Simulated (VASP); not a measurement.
# Br (Cmce) in VASP: single point with PBE

Aim: the single point of Br with PBE.

Everything below comes from runs of VASP 6.6.1. Logs are shortened: lines on timing, memory, paths and dates and some standing lists are left out, and cuts for length are marked.

## 1. The cell of the first run

It takes space group Cmce (No. 64, orthorhombic). The conventional cell has a = 6.650 Å, b = 4.793 Å, c = 8.625 Å, α = 90.00°, β = 90.00°, γ = 90.00°. Within 2.8 Å of Br (site symmetry m) lie 1 Br at 2.09 Å.

## 2. Single point, PBE

Input file POSCAR:

```
Br
1.0
    3.3249510000      2.3967180000      0.0000000000
    3.3249510000     -2.3967180000      0.0000000000
    0.0000000000      0.0000000000     -8.6247200000
Br
4
Direct
    0.1219000000      0.8781000000      0.8994000000
    0.3781000000      0.6219000000      0.3994000000
    0.8781000000      0.1219000000      0.1006000000
    0.6219000000      0.3781000000      0.6006000000
```

Input file INCAR.step1:

```
ALGO     = Normal         # electronic algorithm
EDIFF    = 1E-6           # SCF threshold, eV
ENCUT    = 520            # plane-wave cutoff, eV
GGA      = PE             # functional
ISIF     = 2              # what is computed and relaxed
ISMEAR   = 0              # smearing method
LASPH    = T              # aspherical terms in the spheres
LCHARG   = T              # write CHGCAR
LREAL    = F              # projectors in reciprocal space
LWAVE    = F              # write WAVECAR
NBANDS   = 22             # bands
NELM     = 100            # most SCF steps
PREC     = Accurate       # precision mode
SIGMA    = 0.0354         # smearing width, eV
```

Input file KPOINTS.step1:

```
k-points
0
Gamma
  7 7 3
```

Input file INCAR.step2:

```
ALGO     = Normal         # electronic algorithm
EDIFF    = 1E-6           # SCF threshold, eV
ENCUT    = 520            # plane-wave cutoff, eV
GGA      = PE             # functional
ICHARG   = 11             # starting density
ISIF     = 2              # what is computed and relaxed
ISMEAR   = -5             # smearing method
LASPH    = T              # aspherical terms in the spheres
LCHARG   = F              # write CHGCAR
LORBIT   = 11             # projections on sites
LREAL    = F              # projectors in reciprocal space
LWAVE    = F              # write WAVECAR
NEDOS    = 1001           # points of the DOS
NELM     = 100            # most SCF steps
PREC     = Accurate       # precision mode
SIGMA    = 0.0354         # smearing width, eV
```

Input file KPOINTS.step2:

```
k-points
0
Gamma
  11 11 5
```

Potentials or basis: VASP PAW PBE potentials, release 64 (Br).

Run with:

```console
$ cat potpaw_PBE.64/Br/POTCAR > POTCAR
$ cp INCAR.step1 INCAR
$ cp KPOINTS.step1 KPOINTS
$ mpirun -np 1 vasp_std > vasp.out
$ cp INCAR.step2 INCAR
$ cp KPOINTS.step2 KPOINTS
$ mpirun -np 1 vasp_std > vasp.out
```

OUTCAR:

```text
EDIFF = 1E-6
   ENCUT = 520
   GGA = PE
   ICHARG = 11
   ISIF = 2
   ISMEAR = -5
   LASPH = T
   LORBIT = 11
   LREAL = F
   NELM = 100
   PREC = Accurate

 ion  position               nearest neighbor table
   1  0.122  0.878  0.899-   3 2.09
   2  0.378  0.622  0.399-   4 2.09
   3  0.878  0.122  0.101-   1 2.09
   4  0.622  0.378  0.601-   2 2.09

  LATTYP: Found a base centered orthorhombic cell.
 ALAT       =     4.7934360000
 B/A-ratio  =     1.3872933737
 C/A-ratio  =     1.7992771782

  Lattice vectors:

 A1 = (  -3.3249510000,   2.3967180000,   0.0000000000)
 A2 = (   3.3249510000,   2.3967180000,   0.0000000000)
 A3 = (   0.0000000000,   0.0000000000,  -8.6247200000)

Analysis of symmetry for initial positions (statically):
=====================================================================
 Subroutine PRICEL returns:
 Original cell was already a primitive cell.

 Routine SETGRP: Setting up the symmetry group for a
 base centered orthorhombic supercell.

 Subroutine GETGRP returns: Found  8 space group operations
 (whereof  4 operations were pure point group operations)
 out of a pool of  8 trial point group operations.

The static configuration has the point symmetry C_2h.
 The point group associated with its full space group is D_2h.

Analysis of symmetry for dynamics (positions and initial velocities):
=====================================================================
 Subroutine PRICEL returns:
 Original cell was already a primitive cell.

 Routine SETGRP: Setting up the symmetry group for a
 base centered orthorhombic supercell.

 Subroutine GETGRP returns: Found  8 space group operations
 (whereof  4 operations were pure point group operations)
 out of a pool of  8 trial point group operations.

The dynamic configuration has the point symmetry C_2h.
 The point group associated with its full space group is D_2h.

 Subroutine INISYM returns: Found  8 space group operations
 (whereof  4 operations are pure point group operations),
 and found     1 'primitive' translations

----------------------------------------------------------------------------------------

                                     Primitive cell

  volume of cell :     137.4603

  direct lattice vectors                    reciprocal lattice vectors
     3.324951000  2.396718000  0.000000000     0.150378156  0.208618619  0.000000000
     3.324951000 -2.396718000  0.000000000     0.150378156 -0.208618619  0.000000000
     0.000000000  0.000000000 -8.624720000     0.000000000  0.000000000 -0.115945793

  length of vectors
     4.098726183  4.098726183  8.624720000     0.257167879  0.257167879  0.115945793

  position of ions in fractional coordinates (direct lattice)
     0.121900000  0.878100000  0.899400000
     0.378100000  0.621900000  0.399400000
     0.878100000  0.121900000  0.100600000
     0.621900000  0.378100000  0.600600000

  ion indices of the primitive-cell ions
   primitive index   ion index
                 1           1
                 2           2
                 3           3
                 4           4

----------------------------------------------------------------------------------------

 KPOINTS: k-points

Automatic generation of k-mesh.
 Grid dimensions read from file:
 generate k-points for:   11   11    5

 Generating k-lattice:

  Cartesian coordinates                     Fractional coordinates (reciprocal lattice)
     0.013670741  0.018965329  0.000000000     0.090909091  0.000000000  0.000000000
     0.013670741 -0.018965329  0.000000000     0.000000000  0.090909091  0.000000000
     0.000000000  0.000000000 -0.023189159     0.000000000  0.000000000  0.200000000

  Length of vectors
     0.023378898  0.023378898  0.023189159

  Shift w.r.t. Gamma in fractional coordinates (k-lattice)
     0.000000000  0.000000000  0.000000000

 TETIRR: Found    912 inequivalent tetrahedra from     3630

 Subroutine IBZKPT returns following result:
 ===========================================

 Found    108 irreducible k-points:

 Following reciprocal coordinates:
            Coordinates               Weight
  0.000000  0.000000  0.000000      1.000000
  0.090909  0.000000  0.000000      4.000000
  0.181818  0.000000  0.000000      4.000000
  0.272727  0.000000  0.000000      4.000000
  0.363636  0.000000  0.000000      4.000000
  0.454545  0.000000  0.000000      4.000000
[... 16 lines left out ...]
 -0.272727  0.181818  0.000000      4.000000
 -0.181818  0.181818  0.000000      2.000000
 [... further k-points ...]
   k-points           NKPTS =    108   k-points in BZ     NKDIM =    108   number of bands    NBANDS=     18
   number of dos      NEDOS =   1001   number of ions     NIONS =      4
   total plane-waves  NPLWV =  57600
   dimension x,y,z NGX =    30 NGY =   30 NGZ =   64
   dimension x,y,z NGXF=    60 NGYF=   60 NGZF=  128
   ions per type =               4
   NGX,Y,Z   is equivalent  to a cutoff of  12.17, 12.17, 12.34 a.u.
   NGXF,Y,Z  is equivalent  to a cutoff of  24.34, 24.34, 24.67 a.u.
 SYSTEM =  unknown system
   PREC   = accura    normal or accurate (medium, high low for compatibility)
   ISTART =      0    job   : 0-new  1-cont  2-samecut
   ICHARG =     11    charge: 1-file 2-atom 10-const
   ISPIN  =      1    spin polarized calculation?
   LNONCOLLINEAR =      F non collinear calculations
   LSORBIT =      F    spin-orbit coupling
   LASPH  =      T    aspherical Exc in radial PAW
   ENCUT  =  520.0 eV  38.22 Ry    6.18 a.u.   7.62  7.62 16.04*2*pi/ulx,y,z
   NELM   =    100;   NELMIN=  2; NELMDL=  0     # of ELM steps
   EDIFF  = 0.1E-05   stopping-criterion for ELM
   LREAL  =      F    real-space projection
   EDIFFG = 0.1E-04   stopping-criterion for IOM
   NSW    =      0    number of steps for IOM
   IBRION =     -1    ionic relax: 0-MD 1-quasi-New 2-CG
   NFREE  =      0    steps in history (QN), initial steepest desc. (CG)
   ISIF   =      2    stress and relaxation
   ISYM   =      2    0-nonsym 1-usesym 2-fastsym
   POTIM  = 0.5000    time-step for ionic-motion
   TEBEG  =    0.0;   TEEND  =   0.0 temperature during run
   PSTRESS=    0.0 pullay stress
   NELECT =      28.0000    total number of electrons
   NUPDOWN=      -1.0000    fix difference up-down
   EMIN   =  10.00;   EMAX   =-10.00  energy-range for DOS
   EFERMI =   0.00;   METHOD = LEGACY
   ISMEAR =    -5;   SIGMA  =   0.04  broadening in eV -4-tet -1-fermi 0-gaus
   EFERMI_NEDOS =   21; number of points for ismear=-14 and -15
   IALGO  =     38    algorithm
   IMIX   =      4    mixing-type and parameters
     AMIX     =   0.40;   BMIX     =  1.00
     AMIX_MAG =   1.60;   BMIX_MAG =  1.00
  volume/ion in A,a.u.               =      34.37       231.91
  Fermi-wavevector in a.u.,A,eV,Ry     =   0.963241  1.820262 12.623946  0.927834
  Thomas-Fermi vector in A             =   2.092770
   LORBIT       =     11    0 simple, 1 ext, 2 COOP (PROOUT), +10 PAW based schemes
   GGA     = PE    functional components
   LHFCALC =     F    Hartree Fock is set to
   AEXX    =    0.0000 exact exchange contribution
   IVDW    =     0    specifies the selected vdW correction
   LEPSILON=     F    determine dielectric tensor
   LRPA    =     F    only Hartree local field effects (RPA)
 non-spin polarized calculation
 Fermi weights with tetrahedron method with Bloechl corrections
  energy-cutoff  :      520.00
  volume of cell :      137.46
 maximum number of plane-waves:      3722

 number of electron      27.9999992 magnetization

 Free energy of the ion-electron system (eV)
  ---------------------------------------------------
  ext. energy  EPLUGINS =         0.00000000
  ---------------------------------------------------
  free energy    TOTEN  =        -5.29501023 eV

  energy without entropy =       -5.29501023  energy(sigma->0) =       -5.29501023

 E-fermi :  -0.0942     XC(G=0):  -7.7165

 val. band max:       -0.1032815638   @ k =  -0.4545   0.4545   0.0000
 cond. band min:       2.5704176012   @ k =  -0.0909   0.0909   0.0000
 fundamental gap:      2.6736991650
 Fermi energy:        -0.0942356832

 k-point     1 :       0.0000    0.0000    0.0000
  band No.  band energies     occupation
      1     -17.3061      2.00000
      2     -17.1366      2.00000
      3     -12.9678      2.00000
      4     -12.4388      2.00000
      5      -5.6629      2.00000
      6      -4.7345      2.00000
[... 10 lines left out ...]
     17       5.4829      0.00000
     18       6.0224      0.00000

 k-point     2 :       0.0909    0.0000    0.0000
  band No.  band energies     occupation
      1     -17.2942      2.00000
      2     -17.1312      2.00000
      3     -12.9576      2.00000
      4     -12.4511      2.00000
      5      -5.6606      2.00000
      6      -4.7554      2.00000
[... 10 lines left out ...]
     17       5.6694      0.00000
     18       6.1128      0.00000

 k-point     3 :       0.1818    0.0000    0.0000
  band No.  band energies     occupation
      1     -17.2613      2.00000
      2     -17.1172      2.00000
      3     -12.9283      2.00000
      4     -12.4868      2.00000
      5      -5.6513      2.00000
      6      -4.8219      2.00000
[... 10 lines left out ...]
     17       6.1245      0.00000
     18       6.4028      0.00000

 k-point     4 :       0.2727    0.0000    0.0000
  band No.  band energies     occupation
      1     -17.2148      2.00000
      2     -17.1013      2.00000
      3     -12.8828      2.00000
      4     -12.5419      2.00000
      5      -5.6265      2.00000
      6      -4.9424      2.00000
[... 10 lines left out ...]
     17       6.5892      0.00000
     18       6.7657      0.00000

 k-point     5 :       0.3636    0.0000    0.0000
  band No.  band energies     occupation
      1     -17.1653      2.00000
      2     -17.0926      2.00000
      3     -12.8247      2.00000
      4     -12.6102      2.00000
      5      -5.5695      2.00000
      6      -5.1144      2.00000
[... 10 lines left out ...]
     17       6.7439      0.00000
     18       6.8137      0.00000

 k-point     6 :       0.4545    0.0000    0.0000
  band No.  band energies     occupation
      1     -17.1240      2.00000
      2     -17.0989      2.00000
      3     -12.7574      2.00000
      4     -12.6843      2.00000
      5      -5.4630      2.00000
      6      -5.3034      2.00000
[... 307 lines left out ...]
 k-point    21 :      -0.4545    0.1818    0.0000
  band No.  band energies     occupation
      1     -17.1138      2.00000
      2     -17.0706      2.00000
      3     -12.7615      2.00000
      4     -12.6457      2.00000
      5      -5.4229      2.00000
      6      -5.2633      2.00000
[... 10 lines left out ...]
     17       7.0424      0.00000
     18       7.6584      0.00000

 k-point    22 :      -0.3636    0.1818    0.0000
  band No.  band energies     occupation
      1     -17.1015      2.00000
      2     -17.0988      2.00000
      3     -12.7238      2.00000
      4     -12.7067      2.00000
      5      -5.4232      2.00000
      6      -5.2987      2.00000
[... 10 lines left out ...]
     17       7.1223      0.00000
     18       7.6225      0.00000

 k-point    23 :      -0.2727    0.1818    0.0000
  band No.  band energies     occupation
      1     -17.1455      2.00000
      2     -17.0976      2.00000
      3     -12.7964      2.00000
      4     -12.6484      2.00000
      5      -5.5415      2.00000
      6      -5.1551      2.00000
[... 10 lines left out ...]
     17       7.2912      0.00000
     18       7.3281      0.00000

 k-point    24 :      -0.1818    0.1818    0.0000
  band No.  band energies     occupation
      1     -17.1935      2.00000
      2     -17.1050      2.00000
      3     -12.8575      2.00000
      4     -12.5891      2.00000
      5      -5.6140      2.00000
      6      -5.0151      2.00000
[... 10 lines left out ...]
     17       6.8529      0.00000
     18       7.1371      0.00000

 [... further k-points ...]
[... 5 lines left out ...]
  --------------------------------------------------------------------------------------
  -------------------------------------------------------------------------------------
  Total        0.8206234      7.2048668     15.5931270      0.0000000      0.0000000      0.0000000
  in kB        9.5648305     83.9768056    181.7467318      0.0000000      0.0000000      0.0000000
  external PRESSURE =      91.7627893 kB  Pullay stress =       0.0000000 kB

 VOLUME and BASIS-vectors are now :
 -----------------------------------------------------------------------------
  energy-cutoff  :      520.00
  volume of cell :      137.46
      direct lattice vectors                 reciprocal lattice vectors
     3.324951000  2.396718000  0.000000000     0.150378156  0.208618619  0.000000000
     3.324951000 -2.396718000  0.000000000     0.150378156 -0.208618619  0.000000000
     0.000000000  0.000000000 -8.624720000     0.000000000  0.000000000 -0.115945793

 POSITION                                       TOTAL-FORCE (eV/Angst)
 -----------------------------------------------------------------------------------
      3.32495     -1.81240     -7.75707         0.000000      2.921789      4.396506
      3.32495     -0.58432     -3.44471         0.000000     -2.921789      4.396506
      3.32495      1.81240     -0.86765         0.000000     -2.921789     -4.396506
      3.32495      0.58432     -5.18001         0.000000      2.921789     -4.396506
 -----------------------------------------------------------------------------------
    total drift:                                0.000000      0.000000     -0.000000

  FREE ENERGIE OF THE ION-ELECTRON SYSTEM (eV)
  ---------------------------------------------------
  free  energy   TOTEN  =        -5.2950102317 eV

  energy  without entropy=       -5.2950102317  energy(sigma->0) =       -5.29501023

 total charge

# of ion       s       p       d       tot
------------------------------------------
    1        1.631   3.195   0.071   4.897
    2        1.631   3.195   0.071   4.897
    3        1.631   3.195   0.071   4.897
    4        1.631   3.195   0.071   4.897
--------------------------------------------------
tot          6.526  12.778   0.285  19.589
```

Run time: 2.5 min. Hardware: 1 thread of Intel Xeon Platinum 8259CL at 2.50GHz (Skylake/Cascade Lake), shared host; peak memory 0.35 GiB.

Results:

| Item | Value |
| --- | --- |
| Valence electrons inside the program's atomic spheres | Br 4.90 |

Levels at points of the mesh, in eV from the valence-band top:
| k point | band 10 | band 11 | band 12 | band 13 | band 14 | band 15 | band 16 | band 17 | band 18 |
| --- | --- | --- | --- | --- | --- | --- | --- | --- | --- |
| (0.00, 0.00, 0.00) | -2.55 | -0.82 | -0.38 | -0.18 | -0.05 | 2.72 | 3.57 | 5.59 | 6.13 |

Caveat: this functional lacks dispersion, which holds the molecules together, so the pressure and a relaxed volume are unreliable.
